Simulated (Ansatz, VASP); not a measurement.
Two plane-wave programs on BaZrO3

```
Ba Zr O
1.0
    -2.98543    2.98543    4.23187
     2.98543   -2.98543    4.23187
     2.98543    2.98543   -4.23187
Ba Zr O
2 2 6
Direct
  0.75000 0.25000 0.50000
  0.25000 0.75000 0.50000
  0.00000 0.00000 0.00000
  0.50000 0.50000 0.00000
  0.75000 0.75000 0.00000
  0.25000 0.25000 0.00000
  0.23282 0.73282 0.96564
  0.76718 0.26718 0.03436
  0.73282 0.76718 0.50000
  0.26718 0.23282 0.50000
```

Alike in both runs: functional PBE; k mesh 6 × 6 × 6; occupations gaussian, width 0.02 eV; no spin polarisation.

Ansatz relaxed the structure, and its values are those at the end. VASP's run is a single point on that final structure, the one shown.

```csv
,VASP,Ansatz
version,VASP 6.6.1,Ansatz 0.2.0
potentials or method,"VASP PAW PBE potentials, release 64 (Ba_sv, Zr_sv, O), cutoff 520 eV","scalar-relativistic, plane waves, PAW"
valence electrons in the cell,80,80
```

|  | VASP | Ansatz | Ansatz less VASP |
| --- | --- | --- | --- |
| gap on the k mesh at the Fermi level (eV) | 3.18 | 3.23 | +0.046 |
| least direct gap on the mesh (eV) | 3.18 | 3.23 | +0.046 |
| pressure (GPa) | 1.0 | 0.0 | -0.96 |
| rms of the force components (eV/Å) | 0.008 | 0.000 | -0.0081 |

The functional is the same, so the differences come from potentials, cutoffs and numerics.

Spin-orbit coupling is off throughout.
